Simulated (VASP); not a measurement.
Runs of VASP 6.6.1 on SnTe. The structure is that of space group Fm-3m (No. 225), or close to it. The cells are those of the table. 

```tsv
cell	gap on the mesh (eV)	pressure (GPa)
a = 4.509, b = 4.509, c = 4.553 Å, angles 59.7, 59.7, 60.7°, 2 atoms	0.01	0.2
a = 4.442, b = 4.442, c = 4.419 Å, angles 60.2, 60.2, 59.7°, 2 atoms	(b)	3.0
a = 4.398, b = 4.398, c = 4.330 Å, angles 60.5, 60.5, 59.0°, 2 atoms	0.29	5.6
a = 4.486, b = 4.486, c = 4.509 Å, angles 59.8, 59.8, 60.3°, 2 atoms	0.03	(a)
a = 4.420, b = 4.420, c = 4.375 Å, angles 60.3, 60.3, 59.3°, 2 atoms	0.24	(c)
```

Alike in all rows: task single point; level PBE; potentials or basis VASP PAW PBE potentials, release 64 (Sn_d, Te); no spin polarisation; k mesh 10 × 10 × 10; cutoff (eV) 520; smearing gaussian 0.03 eV.

Problem. Estimate the missing entries.

Solution. (a) 1.0; (b) 0.15; (c) 4.2.

Caveats: spin-orbit coupling is left out, which moves the levels of the heavy elements; the cell stands under pressure (at least some runs).

A k mesh can miss the band edges, and the runs leave out spin-orbit coupling on Sn, Te.
